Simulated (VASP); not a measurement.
# Ti (P6_3/mmc) in VASP: a series of runs

Runs on Ti. Level: PBE. Tasks: single point.

All numbers are computed with VASP 6.6.1; they aren't measurements. Logs are shortened: lines on timing, memory, paths and dates and some standing lists are left out, and cuts for length are marked.

## (1) The cell of the first run

Symmetry: P6_3/mmc, No. 194, hexagonal system. The conventional cell has a = 3.038 Å, b = 3.038 Å, c = 4.686 Å, α = 90.00°, β = 90.00°, γ = 120.00°. Within 3.9 Å of Ti (site symmetry -6m2) lie 12 Ti at 2.93 to 3.04 Å.

## (2) Single point, PBE (strain +0.030 along x and y, +0.000 along z)

Input file INCAR:

```
SYSTEM = Ti
PREC = Accurate
ENCUT = 520
EDIFF = 1E-6
ISMEAR = 0
SIGMA = 0.15
LREAL = .FALSE.
LASPH = .TRUE.
NELM = 60
ALGO = Fast
ISIF = 2
LWAVE = .FALSE.
LCHARG = .TRUE.
GGA = PE
LELF = .TRUE.
LVHAR = .TRUE.
NBANDS = 19
```

Input file KPOINTS:

```
Automatic mesh
0
G
  18 18 10
  0 0 0
```

Input file POSCAR:

```
Ti
1.0
    3.0384977962      0.0000000000      0.0000000000
   -1.5192488981      2.6314162809      0.0000000000
    0.0000000000      0.0000000000      4.6860000000
Ti
2
Direct
    0.3333333333      0.6666666667      0.2500000000
    0.6666666667      0.3333333333      0.7500000000
```

Potentials or basis: VASP PAW PBE potentials, release 64 (Ti_sv).

Launch:

```sh
$ cat potpaw_PBE.64/Ti_sv/POTCAR > POTCAR
$ mpirun -np 1 vasp_std > vasp.out
```

OUTCAR:

```text
SYSTEM = Ti
   PREC = Accurate
   ENCUT = 520
   EDIFF = 1E-6
   ISMEAR = 0
   LREAL = .FALSE.
   LASPH = .TRUE.
   NELM = 60
   ISIF = 2
   GGA = PE

 ion  position               nearest neighbor table
   1  0.333  0.667  0.250-
   2  0.667  0.333  0.750-

  LATTYP: Found a hexagonal cell.
 ALAT       =     3.0384977962
 C/A-ratio  =     1.5422094450

  Lattice vectors:

 A1 = (   3.0384977962,   0.0000000000,   0.0000000000)
 A2 = (  -1.5192488981,   2.6314162809,   0.0000000000)
 A3 = (   0.0000000000,   0.0000000000,   4.6860000000)

Analysis of symmetry for initial positions (statically):
=====================================================================
 Subroutine PRICEL returns:
 Original cell was already a primitive cell.

 Routine SETGRP: Setting up the symmetry group for a
 hexagonal supercell.

 Subroutine GETGRP returns: Found 24 space group operations
 (whereof 12 operations were pure point group operations)
 out of a pool of 24 trial point group operations.

The static configuration has the point symmetry D_3d.
 The point group associated with its full space group is D_6h.

Analysis of symmetry for dynamics (positions and initial velocities):
=====================================================================
 Subroutine PRICEL returns:
 Original cell was already a primitive cell.

 Routine SETGRP: Setting up the symmetry group for a
 hexagonal supercell.

 Subroutine GETGRP returns: Found 24 space group operations
 (whereof 12 operations were pure point group operations)
 out of a pool of 24 trial point group operations.

The dynamic configuration has the point symmetry D_3d.
 The point group associated with its full space group is D_6h.

 Subroutine INISYM returns: Found 24 space group operations
 (whereof 12 operations are pure point group operations),
 and found     1 'primitive' translations

----------------------------------------------------------------------------------------

                                     Primitive cell

  volume of cell :      37.4672

  direct lattice vectors                    reciprocal lattice vectors
     3.038497796  0.000000000  0.000000000     0.329109997  0.190011745  0.000000000
    -1.519248898  2.631416281  0.000000000     0.000000000  0.380023490  0.000000000
     0.000000000  0.000000000  4.686000000     0.000000000  0.000000000  0.213401622

  length of vectors
     3.038497796  3.038497796  4.686000000     0.380023490  0.380023490  0.213401622

  position of ions in fractional coordinates (direct lattice)
     0.333333333  0.666666667  0.250000000
     0.666666667  0.333333333  0.750000000

  ion indices of the primitive-cell ions
   primitive index   ion index
                 1           1
                 2           2

----------------------------------------------------------------------------------------

 KPOINTS: Automatic mesh

Automatic generation of k-mesh.
 Grid dimensions read from file:
 generate k-points for:   18   18   10

 Generating k-lattice:

  Cartesian coordinates                     Fractional coordinates (reciprocal lattice)
     0.018283889  0.010556208  0.000000000     0.055555556  0.000000000  0.000000000
     0.000000000  0.021112416  0.000000000     0.000000000  0.055555556  0.000000000
     0.000000000  0.000000000  0.021340162     0.000000000  0.000000000  0.100000000

  Length of vectors
     0.021112416  0.021112416  0.021340162

  Shift w.r.t. Gamma in fractional coordinates (k-lattice)
     0.000000000  0.000000000  0.000000000

 Subroutine IBZKPT returns following result:
 ===========================================

 Found    222 irreducible k-points:

 Following reciprocal coordinates:
            Coordinates               Weight
  0.000000  0.000000  0.000000      1.000000
  0.055556 -0.000000  0.000000      6.000000
  0.111111 -0.000000  0.000000      6.000000
  0.166667 -0.000000  0.000000      6.000000
  0.222222 -0.000000  0.000000      6.000000
  0.277778 -0.000000  0.000000      6.000000
[... 16 lines left out ...]
  0.333333  0.111111  0.000000     12.000000
  0.388889  0.111111  0.000000     12.000000
 [... further k-points ...]
   k-points           NKPTS =    222   k-points in BZ     NKDIM =    222   number of bands    NBANDS=     19
   number of dos      NEDOS =    301   number of ions     NIONS =      2
   total plane-waves  NPLWV =  20736
   dimension x,y,z NGX =    24 NGY =   24 NGZ =   36
   dimension x,y,z NGXF=    48 NGYF=   48 NGZF=   72
   ions per type =               2
   NGX,Y,Z   is equivalent  to a cutoff of  13.13, 13.13, 12.77 a.u.
   NGXF,Y,Z  is equivalent  to a cutoff of  26.26, 26.26, 25.54 a.u.
 SYSTEM =  Ti
   PREC   = accura    normal or accurate (medium, high low for compatibility)
   ISTART =      0    job   : 0-new  1-cont  2-samecut
   ICHARG =      2    charge: 1-file 2-atom 10-const
   ISPIN  =      1    spin polarized calculation?
   LNONCOLLINEAR =      F non collinear calculations
   LSORBIT =      F    spin-orbit coupling
   LASPH  =      T    aspherical Exc in radial PAW
   ENCUT  =  520.0 eV  38.22 Ry    6.18 a.u.   5.65  5.65  8.71*2*pi/ulx,y,z
   NELM   =     60;   NELMIN=  2; NELMDL= -5     # of ELM steps
   EDIFF  = 0.1E-05   stopping-criterion for ELM
   LREAL  =      F    real-space projection
   EDIFFG = 0.1E-04   stopping-criterion for IOM
   NSW    =      0    number of steps for IOM
   IBRION =     -1    ionic relax: 0-MD 1-quasi-New 2-CG
   NFREE  =      0    steps in history (QN), initial steepest desc. (CG)
   ISIF   =      2    stress and relaxation
   ISYM   =      2    0-nonsym 1-usesym 2-fastsym
   POTIM  = 0.5000    time-step for ionic-motion
   TEBEG  =    0.0;   TEEND  =   0.0 temperature during run
   PSTRESS=    0.0 pullay stress
   NELECT =      24.0000    total number of electrons
   NUPDOWN=      -1.0000    fix difference up-down
   EMIN   =  10.00;   EMAX   =-10.00  energy-range for DOS
   EFERMI =   0.00;   METHOD = LEGACY
   ISMEAR =     0;   SIGMA  =   0.15  broadening in eV -4-tet -1-fermi 0-gaus
   EFERMI_NEDOS =   21; number of points for ismear=-14 and -15
   IALGO  =     68    algorithm
   IMIX   =      4    mixing-type and parameters
     AMIX     =   0.40;   BMIX     =  1.00
     AMIX_MAG =   1.60;   BMIX_MAG =  1.00
  volume/ion in A,a.u.               =      18.73       126.42
  Fermi-wavevector in a.u.,A,eV,Ry     =   1.411221  2.666821 27.096606  1.991544
  Thomas-Fermi vector in A             =   2.533094
   LORBIT       =      0    0 simple, 1 ext, 2 COOP (PROOUT), +10 PAW based schemes
   GGA     = PE    functional components
   LHFCALC =     F    Hartree Fock is set to
   AEXX    =    0.0000 exact exchange contribution
   IVDW    =     0    specifies the selected vdW correction
   LEPSILON=     F    determine dielectric tensor
   LRPA    =     F    only Hartree local field effects (RPA)
 non-spin polarized calculation
 RMM-DIIS sequential band-by-band and
 Gauss-broadening in eV      SIGMA  =   0.15
  energy-cutoff  :      520.00
  volume of cell :       37.47
 maximum number of plane-waves:      1025
 NGX is ok and might be reduce to    24
   NGX = 11   NGY = 11   NGZ = 17

 number of electron      23.9999995 magnetization

 Free energy of the ion-electron system (eV)
  ---------------------------------------------------
  ext. energy  EPLUGINS =         0.00000000
  ---------------------------------------------------
  free energy    TOTEN  =       -15.61236981 eV

  energy without entropy =      -15.58700184  energy(sigma->0) =      -15.59968582

 E-fermi :   7.5638     XC(G=0): -11.1448

 val. band max:        7.5624118309   @ k =   0.1667  -0.0000   0.1000
 cond. band min:       7.5664776485   @ k =   0.3333   0.2222   0.3000
 fundamental gap:      0.0040658176
 Fermi energy:         7.5638038521

 k-point     1 :       0.0000    0.0000    0.0000
  band No.  band energies     occupation
      1     -49.4389      2.00000
      2     -49.3284      2.00000
      3     -25.9647      2.00000
      4     -25.4551      2.00000
      5     -25.4551      2.00000
      6     -25.3820      2.00000
[... 11 lines left out ...]
     18       8.9291      0.00000
     19      10.4185      0.00000

 k-point     2 :       0.0556   -0.0000    0.0000
  band No.  band energies     occupation
      1     -49.4368      2.00000
      2     -49.3278      2.00000
      3     -25.9593      2.00000
      4     -25.4649      2.00000
      5     -25.4586      2.00000
      6     -25.3846      2.00000
[... 11 lines left out ...]
     18       8.8854      0.00000
     19      10.4440      0.00000

 k-point     3 :       0.1111   -0.0000    0.0000
  band No.  band energies     occupation
      1     -49.4305      2.00000
      2     -49.3260      2.00000
      3     -25.9437      2.00000
      4     -25.4934      2.00000
      5     -25.4687      2.00000
      6     -25.4034      2.00000
[... 11 lines left out ...]
     18       8.9288      0.00000
     19      10.5077      0.00000

 k-point     4 :       0.1667   -0.0000    0.0000
  band No.  band energies     occupation
      1     -49.4208      2.00000
      2     -49.3234      2.00000
      3     -25.9187      2.00000
      4     -25.5372      2.00000
      5     -25.4837      2.00000
      6     -25.4483      2.00000
[... 11 lines left out ...]
     18       9.1482      0.00000
     19      10.5879      0.00000

 k-point     5 :       0.2222   -0.0000    0.0000
  band No.  band energies     occupation
      1     -49.4084      2.00000
      2     -49.3206      2.00000
      3     -25.8859      2.00000
      4     -25.5914      2.00000
      5     -25.5020      2.00000
      6     -25.5015      2.00000
[... 11 lines left out ...]
     18       9.4316      0.00000
     19      10.6659      0.00000
[... 334 lines left out ...]
      2     -49.3178      2.00000
      3     -25.8348      2.00000
      4     -25.6466      2.00000
      5     -25.5965      2.00000
      6     -25.5083      2.00000
[... 11 lines left out ...]
     18      10.0555      0.00000
     19      10.7022      0.00000

 k-point    22 :       0.2778    0.1111    0.0000
  band No.  band energies     occupation
      1     -49.3767      2.00000
      2     -49.3170      2.00000
      3     -25.7945      2.00000
      4     -25.6985      2.00000
      5     -25.6283      2.00000
      6     -25.5374      2.00000
[... 11 lines left out ...]
     18      10.4560      0.00000
     19      10.7395      0.00000

 k-point    23 :       0.3333    0.1111    0.0000
  band No.  band energies     occupation
      1     -49.3645      2.00000
      2     -49.3175      2.00000
      3     -25.7552      2.00000
      4     -25.7413      2.00000
      5     -25.6534      2.00000
      6     -25.5612      2.00000
[... 11 lines left out ...]
     18      10.7656      0.00000
     19      10.8758      0.00000

 k-point    24 :       0.3889    0.1111    0.0000
  band No.  band energies     occupation
      1     -49.3553      2.00000
      2     -49.3191      2.00000
      3     -25.7692      2.00000
      4     -25.7233      2.00000
      5     -25.6697      2.00000
      6     -25.5766      2.00000
[... 11 lines left out ...]
     18      10.7806      0.00000
     19      11.3099      0.00000

 [... further k-points ...]
[... 5 lines left out ...]
  --------------------------------------------------------------------------------------
  -------------------------------------------------------------------------------------
  Total       -1.9328007     -1.9328007     -1.3844255      0.0000000     -0.0000000      0.0000000
  in kB      -82.6507673    -82.6507673    -59.2010492      0.0000000     -0.0000000      0.0000000
  external PRESSURE =     -74.8341946 kB  Pullay stress =       0.0000000 kB

 VOLUME and BASIS-vectors are now :
 -----------------------------------------------------------------------------
  energy-cutoff  :      520.00
  volume of cell :       37.47
      direct lattice vectors                 reciprocal lattice vectors
     3.038497796  0.000000000  0.000000000     0.329109997  0.190011745  0.000000000
    -1.519248898  2.631416281  0.000000000     0.000000000  0.380023490  0.000000000
     0.000000000  0.000000000  4.686000000     0.000000000  0.000000000  0.213401622

 POSITION                                       TOTAL-FORCE (eV/Angst)
 -----------------------------------------------------------------------------------
     -0.00000      1.75428      1.17150         0.000000      0.000000      0.000000
      1.51925      0.87714      3.51450        -0.000000      0.000000      0.000000
 -----------------------------------------------------------------------------------
    total drift:                                0.000000     -0.000000      0.000000

  FREE ENERGIE OF THE ION-ELECTRON SYSTEM (eV)
  ---------------------------------------------------
  free  energy   TOTEN  =       -15.6123698071 eV

  energy  without entropy=      -15.5870018374  energy(sigma->0) =      -15.59968582
```

Run time: 10 min. Hardware: 1 thread of Intel Xeon 8259CL, shared host; peak memory 0.25 GiB.

Results:

```yaml
Free_energy: -15.6124 eV
Pressure: -7.5 GPa
Band_gap_on_the_k_mesh: zero (bands 12 and 13 overlap by 1.01 eV)
```

Levels at points of the mesh, in eV from the Fermi level:
```
           k point  band 8  band 9  band 10  band 11  band 12  band 13  band 14  band 15  band 16  band 17
(0.00, 0.00, 0.00)  -32.93   -6.03    -2.49     0.69     0.69     0.82     0.97     1.18     1.18     1.37
(0.50, 0.00, 0.00)  -32.97   -2.29    -1.97    -1.63    -0.78     0.34     0.65     1.17     2.94     3.17
(0.00, 0.00, 0.50)  -32.97   -4.20    -4.20     0.18     0.18     0.57     0.57     0.57     0.57     2.55
(0.50, 0.00, 0.50)  -33.05   -2.35    -2.35    -0.69    -0.69     1.12     1.12     1.51     1.51     3.08
```

Caveat: the cell differs from its parent crystal (strain +0.030 along x and y, +0.000 along z); the cell stands under tension.

## (3) Single point, PBE (strain +0.015 along x and y, +0.030 along z)

Input file INCAR:

```
SYSTEM = Ti
PREC     = Accurate       ! precision mode
ENCUT    = 520            ! plane-wave cutoff, eV
EDIFF    = 1E-6           ! SCF threshold, eV
ISMEAR   = 0              ! smearing method
SIGMA    = 0.15           ! smearing width, eV
LREAL    = .False.        ! projectors in reciprocal space
LASPH    = .True.         ! aspherical terms in the spheres
NELM     = 80             ! most SCF steps
ALGO     = Fast           ! electronic algorithm
ISIF     = 2              ! what is computed and relaxed
LWAVE    = .False.        ! write WAVECAR
LCHARG   = .False.        ! write CHGCAR
GGA      = PE             ! functional
NBANDS   = 19             ! bands
```

Input file KPOINTS:

```
regular mesh
0
Gamma
  18 18 10
  0 0 0
```

Input file POSCAR:

```
Ti
1.0
    2.9942478283      0.0000000000      0.0000000000
   -1.4971239141      2.5930946845      0.0000000000
    0.0000000000      0.0000000000      4.8265800000
Ti
2
Direct
    0.3333333333      0.6666666667      0.2500000000
    0.6666666667      0.3333333333      0.7500000000
```

Potentials or basis: VASP PAW PBE potentials, release 64 (Ti_sv).

Launch:

```sh
$ cat potpaw_PBE.64/Ti_sv/POTCAR > POTCAR
$ mpirun -np 1 vasp_std > vasp.out
```

It took 9.5 min on 1 thread of Intel Xeon 8259CL, shared host; peak memory 0.25 GiB.

It converged, with:

| Item | Value |
| --- | --- |
| Free energy | -15.6135 eV |
| Pressure | -7.4 GPa |
| Band gap on the k mesh | zero (bands 12 and 13 overlap by 1.05 eV) |

Stress tensor (GPa, compression positive):
```
-6.82  0.00  0.00
 0.00 -6.82  0.00
 0.00  0.00 -8.70
```

Levels at points of the mesh, in eV from the Fermi level:
| k point | band 8 | band 9 | band 10 | band 11 | band 12 | band 13 | band 14 | band 15 | band 16 | band 17 |
| --- | --- | --- | --- | --- | --- | --- | --- | --- | --- | --- |
| (0.00, 0.00, 0.00) | -32.90 | -6.02 | -2.52 | 0.45 | 0.73 | 0.75 | 0.75 | 1.17 | 1.17 | 1.57 |
| (0.50, 0.00, 0.00) | -32.96 | -2.22 | -1.94 | -1.67 | -0.62 | 0.51 | 0.55 | 1.01 | 3.09 | 3.21 |
| (0.00, 0.00, 0.50) | -32.93 | -4.30 | -4.30 | 0.03 | 0.03 | 0.69 | 0.69 | 0.69 | 0.69 | 2.55 |
| (0.50, 0.00, 0.50) | -33.02 | -2.34 | -2.34 | -0.76 | -0.76 | 1.16 | 1.16 | 1.64 | 1.64 | 3.20 |

Caveat: the cell differs from its parent crystal (strain +0.015 along x and y, +0.030 along z); the cell stands under tension.

## (4) Single point, PBE (strain +0.030 along x and y, +0.015 along z)

Input file INCAR:

```
  ALGO = Fast
  EDIFF = 1E-6
  ENCUT = 520
  GGA = PE
  ISIF = 2
  ISMEAR = 0
  LASPH = True
  LCHARG = True
  LELF = True
  LREAL = False
  LVHAR = True
  LWAVE = False
  NBANDS = 19
  NELM = 60
  PREC = Accurate
  SIGMA = 0.15
```

Input file KPOINTS:

```
k-points
0
Gamma
  18 18 10
```

Input file POSCAR:

```
Ti
1.0
    3.0384977962      0.0000000000      0.0000000000
   -1.5192488981      2.6314162809      0.0000000000
    0.0000000000      0.0000000000      4.7562900000
Ti
2
Direct
    0.3333333333      0.6666666667      0.2500000000
    0.6666666667      0.3333333333      0.7500000000
```

Launch:

```sh
$ cat potpaw_PBE.64/Ti_sv/POTCAR > POTCAR
$ mpirun -np 1 vasp_std > vasp.out
```

It took 8.4 min on 1 thread of Intel Xeon 8259CL, shared host; peak memory 0.25 GiB.

It converged, with:

```
Free energy            : -15.5883 eV
Pressure               : -8.7 GPa
Band gap on the k mesh : zero (bands 12 and 13 overlap by 1.03 eV)
```

Stress tensor (GPa, compression positive):
```
-9.00  0.00  0.00
 0.00 -9.00  0.00
 0.00  0.00 -8.13
```

Levels at points of the mesh, in eV from the Fermi level:
```tsv
k point	band 8	band 9	band 10	band 11	band 12	band 13	band 14	band 15	band 16	band 17
(0.00, 0.00, 0.00)	-32.96	-5.98	-2.46	0.66	0.71	0.71	0.87	1.16	1.16	1.41
(0.50, 0.00, 0.00)	-33.01	-2.25	-1.92	-1.61	-0.73	0.41	0.59	1.09	2.93	3.15
(0.00, 0.00, 0.50)	-33.00	-4.21	-4.21	0.12	0.12	0.60	0.60	0.60	0.60	2.50
(0.50, 0.00, 0.50)	-33.08	-2.31	-2.31	-0.70	-0.70	1.10	1.10	1.53	1.53	3.06
```

Caveat: the cell differs from its parent crystal (strain +0.030 along x and y, +0.015 along z); the cell stands under tension.

## (5) Single point, PBE (strain +0.030 along x and y, +0.030 along z)

Input file INCAR:

```
ALGO = Fast
EDIFF = 1E-6
ENCUT = 520
GGA = PE
ISIF = 2
ISMEAR = 0
LASPH = T
LCHARG = F
LREAL = F
LWAVE = F
NBANDS = 19
NELM = 60
PREC = Accurate
SIGMA = 0.15
```

KPOINTS is that of step 4.

POSCAR: that of step 4 with these lines changed.

```diff
@@ -4,3 +4,3 @@
    -1.5192488981      2.6314162809      0.0000000000
-    0.0000000000      0.0000000000      4.7562900000
+    0.0000000000      0.0000000000      4.8265800000
 Ti
```

Launch:

```sh
$ cat potpaw_PBE.64/Ti_sv/POTCAR > POTCAR
$ mpirun -np 1 vasp_std > vasp.out
```

Wall time 8.7 min (1 thread of Intel Xeon 8259CL, shared host); peak memory 0.26 GiB.

The run converged. Its results:

```yaml
Free_energy: -15.5567 eV
Pressure: -9.7 GPa
Band_gap_on_the_k_mesh: zero (bands 12 and 13 overlap by 1.03 eV)
```

Stress tensor (GPa, compression positive):
```
 -9.57   0.00   0.00
  0.00  -9.57   0.00
  0.00   0.00 -10.07
```

Levels at points of the mesh, in eV from the Fermi level:
```
           k point  band 8  band 9  band 10  band 11  band 12  band 13  band 14  band 15  band 16  band 17
(0.00, 0.00, 0.00)  -32.98   -5.94    -2.44     0.51     0.72     0.72     0.79     1.14     1.14     1.45
(0.50, 0.00, 0.00)  -33.04   -2.20    -1.87    -1.59    -0.69     0.47     0.53     1.02     2.92     3.11
(0.00, 0.00, 0.50)  -33.02   -4.23    -4.23     0.08     0.08     0.63     0.63     0.63     0.63     2.45
(0.50, 0.00, 0.50)  -33.10   -2.27    -2.27    -0.71    -0.71     1.09     1.09     1.54     1.54     3.04
```

Caveat: the cell differs from its parent crystal (strain +0.030 along x and y, +0.030 along z); the cell stands under tension.

## (6) The runs side by side

| cell | gap on the mesh (eV) | pressure (GPa) |
| --- | --- | --- |
| a = 3.038, b = 3.038, c = 4.686 Å, angles 90.0, 90.0, 120.0°, 2 atoms | none | -7.5 |
| a = 2.994, b = 2.994, c = 4.827 Å, angles 90.0, 90.0, 120.0°, 2 atoms | none | -7.4 |
| a = 3.038, b = 3.038, c = 4.756 Å, angles 90.0, 90.0, 120.0°, 2 atoms | none | -8.7 |
| a = 3.038, b = 3.038, c = 4.827 Å, angles 90.0, 90.0, 120.0°, 2 atoms | none | -9.7 |

Alike in all rows: task single point; level PBE; potentials or basis VASP PAW PBE potentials, release 64 (Ti_sv); no spin polarisation; k mesh 18 × 18 × 10; cutoff (eV) 520; smearing gaussian 0.15 eV.

Caveats: the cell stands under tension.

Total energies depend on the potentials used, so only differences within one code and one set of settings carry meaning.
